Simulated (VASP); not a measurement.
SiGe2: single point with PBE

Crystal: SiGe2.

```
Si Ge
1.0
     0.00000    2.89142    2.89142
     2.89142    0.00000    2.89142
     2.89142    2.89142    0.00000
Si Ge
1 2
Direct
  0.00000 0.00000 0.00000
  0.75000 0.75000 0.75000
  0.25000 0.25000 0.25000
```

```yaml
Program: VASP 6.6.1
Task: single point
Functional: PBE
Potentials_or_basis: VASP PAW PBE potentials, release 64 (Si, Ge_d)
Cutoff: 520 eV
k_mesh: 6 × 6 × 6
Occupations: gaussian, width 0.1 eV
Spin: no spin polarisation
```

| Property | Result |
| --- | --- |
| Pressure | 20.4 GPa |
| Band gap on the k mesh | zero (bands 16 and 17 overlap by 2.72 eV) |

Levels at points of the mesh, in eV from the Fermi level:
| k point | band 14 | band 15 | band 16 | band 17 | band 18 | band 19 |
| --- | --- | --- | --- | --- | --- | --- |
| (0.00, 0.00, 0.00) | -1.98 | -1.98 | -1.15 | -1.15 | -1.15 | 0.43 |
| (0.50, 0.00, 0.00) | -3.23 | -3.23 | -0.99 | -0.99 | 0.74 | 6.84 |
| (0.50, 0.50, 0.00) | -5.56 | -5.56 | -1.51 | 5.05 | 5.05 | 7.03 |

Run time: 10 s on 1 thread of Intel(R) Xeon(R) 6975P-C (Granite Rapids), with other jobs on the host, peak memory 0.16 GiB.

Caveat: the cell stands under pressure.
